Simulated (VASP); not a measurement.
# BN (P1) in VASP: further runs

Runs on BN. Level: PBE. Tasks: single point.

Everything below comes from runs of VASP 6.6.1. Logs are shortened: lines on timing, memory, paths and dates and some standing lists are left out, and cuts for length are marked.

## 1. The cell of the first run

The typed cell holds 4 atoms: a = 2.555 Å, b = 2.555 Å, c = 4.225 Å, α = 90.00°, β = 90.00°, γ = 120.00°.

## 2. Single point, PBE (atom 3 (N) moved by (-0.225, +0.000) A along x and z)

Input file INCAR:

```
SYSTEM = BN
ALGO = Normal
EDIFF = 1E-6
ENCUT = 520
GGA = PE
ISIF = 2
ISMEAR = 0
LASPH = .TRUE.
LCHARG = .FALSE.
LREAL = .FALSE.
LWAVE = .FALSE.
NBANDS = 16
NELM = 100
PREC = Accurate
SIGMA = 0.05
```

Input file KPOINTS:

```
k-points
0
G
  12 12 6
  0 0 0
```

Input file POSCAR:

```
BN
1.0
    2.5545800960      0.0000000000      0.0000000000
   -1.2772900480      2.2123312591      0.0000000000
    0.0000000000      0.0000000000      4.2245145352
B N
2 2
Direct
    0.6666666667      0.3333333333      0.9998058547
    0.3333333333      0.6666666667      0.4998058547
    0.5785895692      0.3333333333      0.6251941453
    0.3333333333      0.6666666667      0.1251941453
```

Potentials or basis: VASP PAW PBE potentials, release 64 (B, N).

The run is started by

```console
$ cat potpaw_PBE.64/B/POTCAR potpaw_PBE.64/N/POTCAR > POTCAR
$ mpirun -np 1 vasp_std > vasp.out
```

OUTCAR:

```text
SYSTEM = BN
   EDIFF = 1E-6
   ENCUT = 520
   GGA = PE
   ISIF = 2
   ISMEAR = 0
   LASPH = .TRUE.
   LREAL = .FALSE.
   NELM = 100
   PREC = Accurate

 ion  position               nearest neighbor table
   1  0.667  0.333  1.000-   4 1.57   4 1.57   4 1.57   3 1.60
   2  0.333  0.667  0.500-   3 1.39   4 1.58   3 1.58   3 1.76
   3  0.579  0.333  0.625-   2 1.39   2 1.58   1 1.60   2 1.76
   4  0.333  0.667  0.125-   1 1.57   1 1.57   1 1.57   2 1.58

  LATTYP: Found a hexagonal cell.
 ALAT       =     2.5545800960
 C/A-ratio  =     1.6537021258

  Lattice vectors:

 A1 = (   2.5545800960,   0.0000000000,   0.0000000000)
 A2 = (  -1.2772900480,   2.2123312591,   0.0000000000)
 A3 = (   0.0000000000,   0.0000000000,   4.2245145352)

Analysis of symmetry for initial positions (statically):
=====================================================================
 Subroutine PRICEL returns:
 Original cell was already a primitive cell.

 Routine SETGRP: Setting up the symmetry group for a
 hexagonal supercell.

 Subroutine GETGRP returns: Found  1 space group operations
 (whereof  1 operations were pure point group operations)
 out of a pool of 24 trial point group operations.

The static configuration has the point symmetry C_1 .

Analysis of symmetry for dynamics (positions and initial velocities):
=====================================================================
 Subroutine PRICEL returns:
 Original cell was already a primitive cell.

 Routine SETGRP: Setting up the symmetry group for a
 hexagonal supercell.

 Subroutine GETGRP returns: Found  1 space group operations
 (whereof  1 operations were pure point group operations)
 out of a pool of 24 trial point group operations.

The dynamic configuration has the point symmetry C_1 .

 Subroutine INISYM returns: Found  1 space group operations
 (whereof  1 operations are pure point group operations),
 and found     1 'primitive' translations

----------------------------------------------------------------------------------------

                                     Primitive cell

  volume of cell :      23.8752

  direct lattice vectors                    reciprocal lattice vectors
     2.554580096  0.000000000  0.000000000     0.391453766  0.226005937  0.000000000
    -1.277290048  2.212331259  0.000000000     0.000000000  0.452011875  0.000000000
     0.000000000  0.000000000  4.224514535     0.000000000  0.000000000  0.236713590

  length of vectors
     2.554580096  2.554580096  4.224514535     0.452011875  0.452011875  0.236713590

  position of ions in fractional coordinates (direct lattice)
     0.666666667  0.333333333  0.999805855
     0.333333333  0.666666667  0.499805855
     0.578589569  0.333333333  0.625194145
     0.333333333  0.666666667  0.125194145

  ion indices of the primitive-cell ions
   primitive index   ion index
                 1           1
                 2           2
                 3           3
                 4           4

----------------------------------------------------------------------------------------

 KPOINTS: k-points

Automatic generation of k-mesh.
 Grid dimensions read from file:
 generate k-points for:   12   12    6

 Generating k-lattice:

  Cartesian coordinates                     Fractional coordinates (reciprocal lattice)
     0.032621147  0.018833828  0.000000000     0.083333333  0.000000000  0.000000000
     0.000000000  0.037667656  0.000000000     0.000000000  0.083333333  0.000000000
     0.000000000  0.000000000  0.039452265     0.000000000  0.000000000  0.166666667

  Length of vectors
     0.037667656  0.037667656  0.039452265

  Shift w.r.t. Gamma in fractional coordinates (k-lattice)
     0.000000000  0.000000000  0.000000000

 Subroutine IBZKPT returns following result:
 ===========================================

 Found    436 irreducible k-points:

 Following reciprocal coordinates:
            Coordinates               Weight
  0.000000  0.000000  0.000000      1.000000
  0.083333 -0.000000  0.000000      2.000000
[... 52 lines left out ...]
     16      23.2253      0.00000

 k-point     4 :      -0.0833    0.0833    0.0000
  band No.  band energies     occupation
      1     -12.7400      2.00000
      2      -8.6903      2.00000
      3      -3.2619      2.00000
      4       3.6303      2.00000
      5       5.5966      2.00000
      6       6.2677      2.00000
[... 8 lines left out ...]
     15      21.9032      0.00000
     16      23.1312      0.00000

 k-point     5 :       0.1667    0.0000    0.0000
  band No.  band energies     occupation
      1     -12.3003      2.00000
      2      -8.3443      2.00000
      3      -2.8362      2.00000
      4       3.0668      2.00000
      5       3.7865      2.00000
      6       5.7303      2.00000
[... 8 lines left out ...]
     15      22.1056      0.00000
     16      22.9782      0.00000

 k-point     6 :       0.0000    0.1667    0.0000
  band No.  band energies     occupation
      1     -12.2994      2.00000
      2      -8.3655      2.00000
      3      -2.8269      2.00000
      4       2.5117      2.00000
      5       4.3757      2.00000
      6       5.5342      2.00000
[... 8 lines left out ...]
     15      22.1892      0.00000
     16      23.5035      0.00000
[... 267 lines left out ...]
 k-point    21 :      -0.0833    0.1667    0.0000
  band No.  band energies     occupation
      1     -12.4448      2.00000
      2      -8.4798      2.00000
      3      -2.9665      2.00000
      4       2.7280      2.00000
      5       4.8924      2.00000
      6       5.5660      2.00000
[... 8 lines left out ...]
     15      22.1483      0.00000
     16      23.0251      0.00000

 k-point    22 :      -0.1667    0.0833    0.0000
  band No.  band energies     occupation
      1     -12.4451      2.00000
      2      -8.4651      2.00000
      3      -2.9727      2.00000
      4       3.0550      2.00000
      5       4.4398      2.00000
      6       5.8362      2.00000
[... 8 lines left out ...]
     15      22.1193      0.00000
     16      22.7739      0.00000

 k-point    23 :       0.1667    0.0833    0.0000
  band No.  band energies     occupation
      1     -11.8705      2.00000
      2      -8.0300      2.00000
      3      -2.4194      2.00000
      4       2.2276      2.00000
      5       2.7913      2.00000
      6       4.9710      2.00000
[... 8 lines left out ...]
     15      22.4475      0.00000
     16      23.4428      0.00000

 k-point    24 :      -0.0833    0.2500    0.0000
  band No.  band energies     occupation
      1     -11.8652      2.00000
      2      -8.0889      2.00000
      3      -2.3911      2.00000
      4       1.4160      2.00000
      5       3.5243      2.00000
      6       4.6121      2.00000
[... 8 lines left out ...]
     15      22.2644      0.00000
     16      23.6111      0.00000

 [... further k-points ...]

------------------------ aborting loop because EDIFF is reached ----------------------------------------

  FORCE on cell =-STRESS in cart. coord.  units (eV):
  Direction    XX          YY          ZZ          XY          YZ          ZX
  --------------------------------------------------------------------------------------
  -------------------------------------------------------------------------------------
  Total        2.0253713      0.9166021      0.5572320     -1.1714484     -0.6714555      0.6136644
  in kB      135.9154269     61.5098908     37.3938472    -78.6117093    -45.0589787     41.1808203
  external PRESSURE =      78.2730550 kB  Pullay stress =       0.0000000 kB

 VOLUME and BASIS-vectors are now :
 -----------------------------------------------------------------------------
  energy-cutoff  :      520.00
  volume of cell :       23.88
      direct lattice vectors                 reciprocal lattice vectors
     2.554580096  0.000000000  0.000000000     0.391453766  0.226005937  0.000000000
    -1.277290048  2.212331259  0.000000000     0.000000000  0.452011875  0.000000000
     0.000000000  0.000000000  4.224514535     0.000000000  0.000000000  0.236713590

 POSITION                                       TOTAL-FORCE (eV/Angst)
 -----------------------------------------------------------------------------------
      1.27729      0.73744      4.22369        -1.070463      0.060848     -0.126805
     -0.00000      1.47489      2.11144        -4.405941      1.823005     -1.332821
      1.05229      0.73744      2.64114         5.626058     -1.928038      1.418163
     -0.00000      1.47489      0.52888        -0.149653      0.044185      0.041463
 -----------------------------------------------------------------------------------
    total drift:                                0.000047      0.000219      0.000145

  FREE ENERGIE OF THE ION-ELECTRON SYSTEM (eV)
  ---------------------------------------------------
  free  energy   TOTEN  =       -34.2020869780 eV

  energy  without entropy=      -34.2020869780  energy(sigma->0) =      -34.20208698
```

Wall time 3.7 min (1 thread of Intel Xeon 8259CL, shared host); peak memory 0.24 GiB.

Results:

```
Free energy            : -34.2021 eV
Pressure               : 7.8 GPa
Largest force          : 6.114 eV/Å
Band gap on the k mesh : 4.29 eV (least direct gap 7.00 eV)
```

Forces on the atoms (eV/Å):
```
B   -1.070  0.061 -0.127
B   -4.406  1.823 -1.333
N    5.626 -1.928  1.418
N   -0.150  0.044  0.041
```

Levels at points of the mesh, in eV from the valence-band top:
| k point | band 4 | band 5 | band 6 | band 7 | band 8 | band 9 | band 10 | band 11 | band 12 | band 13 |
| --- | --- | --- | --- | --- | --- | --- | --- | --- | --- | --- |
| (0.00, 0.00, 0.00) | -4.02 | -2.21 | -1.46 | -0.75 | 0.00 | 7.00 | 7.57 | 8.04 | 8.33 | 9.36 |
| (0.50, 0.00, 0.00) | -8.21 | -7.77 | -6.05 | -4.22 | -3.12 | 5.43 | 5.83 | 9.54 | 10.51 | 11.85 |
| (0.00, 0.50, 0.00) | -8.48 | -7.73 | -5.54 | -4.99 | -2.62 | 5.10 | 6.90 | 9.44 | 10.50 | 12.08 |
| (0.50, 0.50, 0.00) | -9.20 | -6.99 | -5.98 | -5.36 | -2.48 | 5.86 | 8.20 | 9.76 | 11.05 | 11.98 |
| (0.00, 0.00, 0.50) | -6.40 | -3.39 | -1.96 | -1.92 | -0.35 | 6.79 | 8.34 | 8.58 | 9.06 | 9.22 |
| (0.50, 0.00, 0.50) | -10.12 | -5.52 | -4.60 | -4.39 | -3.98 | 5.28 | 5.83 | 8.57 | 9.55 | 13.21 |
| (0.00, 0.50, 0.50) | -10.67 | -5.26 | -4.59 | -4.17 | -3.12 | 4.82 | 5.81 | 8.25 | 9.17 | 13.14 |
| (0.50, 0.50, 0.50) | -10.81 | -4.62 | -4.36 | -4.20 | -3.50 | 5.56 | 6.02 | 8.21 | 9.51 | 13.41 |

Caveat: the cell differs from its parent crystal (atom 3 (N) moved by (-0.225, +0.000) A along x and z); the cell stands under pressure; forces of over 1 eV/Å act on the atoms, so gaps and moduli don't describe the material at rest. A k mesh can miss the band edges.

## 3. Single point, PBE (atom 3 (N) moved by (-0.225, +0.450) A along x and z)

Input file INCAR:

```
PREC = Accurate ; ENCUT = 520
EDIFF = 1E-6 ; ISMEAR = 0
SIGMA = 0.05 ; LREAL = F
LASPH = T ; NELM = 80
ALGO = Normal ; ISIF = 2
LWAVE = F ; LCHARG = T
GGA = PE ; LELF = T
LVHAR = T ; NBANDS = 16
```

Input file KPOINTS:

```
Automatic mesh
0
Gamma
  12 12 6
```

POSCAR: that of step 2 with these lines changed.

```diff
@@ -10,3 +10,3 @@
     0.3333333333      0.6666666667      0.4998058547
-    0.5785895692      0.3333333333      0.6251941453
+    0.5785895692      0.3333333333      0.7317152606
     0.3333333333      0.6666666667      0.1251941453
```

Potentials or basis: VASP PAW PBE potentials, release 64 (B, N).

The run is started by

```console
$ cat potpaw_PBE.64/B/POTCAR potpaw_PBE.64/N/POTCAR > POTCAR
$ mpirun -np 1 vasp_std > vasp.out
```

It took 3.3 min on 1 thread of Intel Xeon 8259CL, shared host; peak memory 0.24 GiB.

It converged, with:

- Free energy: -29.1420 eV
- Pressure: 58.5 GPa
- Largest force: 31.559 eV/Å
- Band gap on the k mesh: 0.86 eV (least direct gap 3.91 eV)

Forces in eV/Å, atoms in the order of the input:
```
B     2.523  -0.008  20.450
B    -0.134   0.314   4.271
N    -2.349  -0.411 -31.469
N    -0.040   0.106   6.748
```

Stress tensor (GPa, compression positive):
```
 25.71   1.73  18.10
  1.73  17.48   1.04
 18.10   1.04 132.46
```

Levels at points of the mesh, in eV from the valence-band top:
```csv
k point,band 6,band 7,band 8,band 9,band 10,band 11
"(0.00, 0.00, 0.00)",-3.20,-0.41,0.00,5.39,6.65,7.11
"(0.50, 0.00, 0.00)",-6.49,-5.55,-1.55,2.38,4.96,6.55
"(0.00, 0.50, 0.00)",-6.34,-6.20,-1.48,3.61,4.42,6.82
"(0.50, 0.50, 0.00)",-6.72,-6.28,-1.26,4.63,5.26,6.24
"(0.00, 0.00, 0.50)",-3.02,-1.19,-0.69,6.18,6.67,7.65
"(0.50, 0.00, 0.50)",-5.98,-4.41,-2.84,2.87,4.94,7.91
"(0.00, 0.50, 0.50)",-5.75,-4.38,-2.31,3.37,3.88,7.49
"(0.50, 0.50, 0.50)",-5.78,-4.18,-2.47,3.57,4.17,7.66
```

Caveat: the cell differs from its parent crystal (atom 3 (N) moved by (-0.225, +0.450) A along x and z); the cell stands under pressure; forces of over 1 eV/Å act on the atoms, so gaps and moduli don't describe the material at rest. A k mesh can miss the band edges.

## 4. Single point, PBE (atom 3 (N) moved by (-0.225, -0.225) A along x and z)

Input file INCAR:

```
PREC = Accurate ; ENCUT = 520
EDIFF = 1E-6 ; ISMEAR = 0
SIGMA = 0.05 ; LREAL = False
LASPH = True ; NELM = 80
ALGO = Normal ; ISIF = 2
LWAVE = False ; LCHARG = False
GGA = PE ; NBANDS = 16
```

Input file KPOINTS:

```
regular mesh
0
Gamma
  12 12 6
```

POSCAR: that of step 3 with these lines changed.

```diff
@@ -10,3 +10,3 @@
     0.3333333333      0.6666666667      0.4998058547
-    0.5785895692      0.3333333333      0.7317152606
+    0.5785895692      0.3333333333      0.5719335876
     0.3333333333      0.6666666667      0.1251941453
```

The run is started by

```console
$ cat potpaw_PBE.64/B/POTCAR potpaw_PBE.64/N/POTCAR > POTCAR
$ mpirun -np 1 vasp_std > vasp.out
```

It took 3 min on 1 thread of Intel Xeon 8259CL, shared host; peak memory 0.24 GiB.

The run converged. Its results:

- Free energy: -33.1257 eV
- Pressure: 20.0 GPa
- Largest force: 11.561 eV/Å
- Band gap on the k mesh: 4.24 eV (least direct gap 6.05 eV)

Forces on the atoms (eV/Å):
```
B   -0.834  0.051 -0.285
B   -7.084  2.823 -3.897
N    8.251 -2.947  7.542
N   -0.333  0.073 -3.361
```

Stress tensor (GPa, compression positive):
```
 25.93 -20.16   6.41
-20.16  16.05  -5.23
  6.41  -5.23  18.06
```

Levels at points of the mesh, in eV from the valence-band top:
| k point | band 5 | band 6 | band 7 | band 8 | band 9 | band 10 | band 11 | band 12 |
| --- | --- | --- | --- | --- | --- | --- | --- | --- |
| (0.00, 0.00, 0.00) | -2.30 | -1.53 | -0.60 | 0.00 | 6.05 | 6.65 | 8.21 | 8.32 |
| (0.50, 0.00, 0.00) | -7.63 | -6.87 | -3.83 | -3.28 | 4.85 | 6.09 | 9.22 | 10.85 |
| (0.00, 0.50, 0.00) | -7.37 | -5.82 | -4.32 | -3.30 | 4.87 | 6.73 | 8.75 | 10.52 |
| (0.50, 0.50, 0.00) | -6.75 | -5.75 | -5.22 | -3.12 | 5.70 | 8.06 | 8.69 | 10.88 |
| (0.00, 0.00, 0.50) | -4.59 | -2.03 | -1.89 | -0.81 | 6.38 | 7.26 | 8.55 | 9.05 |
| (0.50, 0.00, 0.50) | -6.58 | -4.65 | -4.40 | -3.11 | 4.43 | 5.82 | 8.20 | 9.16 |
| (0.00, 0.50, 0.50) | -5.50 | -4.52 | -4.10 | -2.82 | 4.76 | 4.85 | 7.39 | 8.52 |
| (0.50, 0.50, 0.50) | -5.05 | -4.27 | -4.09 | -2.93 | 4.62 | 5.47 | 7.42 | 8.72 |

Caveat: the cell differs from its parent crystal (atom 3 (N) moved by (-0.225, -0.225) A along x and z); the cell stands under pressure; forces of over 1 eV/Å act on the atoms, so gaps and moduli don't describe the material at rest.

## 5. Single point, PBE (atom 3 (N) moved by (-0.225, +0.225) A along x and z)

Input file INCAR:

```
SYSTEM = BN
  ALGO = Normal
  EDIFF = 1E-6
  ENCUT = 520
  GGA = PE
  ISIF = 2
  ISMEAR = 0
  LASPH = .TRUE.
  LCHARG = .FALSE.
  LREAL = .FALSE.
  LWAVE = .FALSE.
  NBANDS = 16
  NELM = 80
  PREC = Accurate
  SIGMA = 0.05
```

Input file KPOINTS:

```
k-points
0
G
  12 12 6
  0 0 0
```

POSCAR: that of step 4 with these lines changed.

```diff
@@ -10,3 +10,3 @@
     0.3333333333      0.6666666667      0.4998058547
-    0.5785895692      0.3333333333      0.5719335876
+    0.5785895692      0.3333333333      0.6784547030
     0.3333333333      0.6666666667      0.1251941453
```

The run is started by

```console
$ cat potpaw_PBE.64/B/POTCAR potpaw_PBE.64/N/POTCAR > POTCAR
$ mpirun -np 1 vasp_std > vasp.out
```

Wall time 3.5 min (1 thread of Intel Xeon 8259CL, shared host); peak memory 0.24 GiB.

It converged, with:

```
Free energy            : -33.4126 eV
Pressure               : 14.2 GPa
Largest force          : 9.888 eV/Å
Band gap on the k mesh : 2.70 eV (least direct gap 6.42 eV)
```

Forces on the atoms (eV/Å):
```
B   -0.615  0.048  4.092
B   -1.890  0.933  2.210
N    2.562 -1.047 -9.493
N   -0.057  0.065  3.192
```

Stress tensor (GPa, compression positive):
```
11.83  0.14  2.47
 0.14  6.09 -1.87
 2.47 -1.87 24.80
```

Levels at points of the mesh, in eV from the valence-band top:
```
           k point  band 4  band 5  band 6  band 7  band 8  band 9  band 10  band 11  band 12  band 13
(0.00, 0.00, 0.00)   -3.68   -2.59   -2.56   -0.58    0.00    6.81     7.18     7.77     8.41     9.06
(0.50, 0.00, 0.00)   -8.73   -7.68   -5.97   -5.15   -2.43    4.32     5.52     7.97     9.88    11.59
(0.00, 0.50, 0.00)   -8.53   -8.09   -6.06   -5.56   -2.01    4.78     5.87     7.90    10.26    11.56
(0.50, 0.50, 0.00)   -9.21   -7.46   -6.70   -5.64   -1.86    5.55     7.07     7.99     9.94    11.50
(0.00, 0.00, 0.50)   -6.57   -2.79   -2.35   -1.92   -0.33    6.80     7.78     8.48     8.72     9.30
(0.50, 0.00, 0.50)   -9.90   -6.04   -5.13   -4.47   -3.71    4.57     5.56     8.22     9.22    11.60
(0.00, 0.50, 0.50)  -10.41   -6.03   -5.00   -4.44   -2.81    4.32     5.31     8.06     9.00    12.01
(0.50, 0.50, 0.50)  -11.04   -5.41   -4.95   -4.44   -3.02    4.95     5.51     8.23     9.39    11.44
```

Caveat: the cell differs from its parent crystal (atom 3 (N) moved by (-0.225, +0.225) A along x and z); the cell stands under pressure; forces of over 1 eV/Å act on the atoms, so gaps and moduli don't describe the material at rest. A k mesh can miss the band edges.

## 6. Overview

```csv
cell,gap on the mesh (eV),pressure (GPa),largest force (eV/Å)
"as given, atomic positions A",4.29,7.8,6.11
"as given, atomic positions B",0.86,58.5,31.56
"as given, atomic positions C",4.24,20.0,11.56
"as given, atomic positions D",2.70,14.2,9.89
```

Alike in all rows: task single point; level PBE; potentials or basis VASP PAW PBE potentials, release 64 (B, N); no spin polarisation; k mesh 12 × 12 × 6; cutoff (eV) 520; smearing gaussian 0.05 eV.

Caveats: the cell stands under pressure; forces of over 1 eV/Å act on the atoms, so gaps and moduli don't describe the material at rest.

Absolute energies hang on the potentials; compare differences alone.
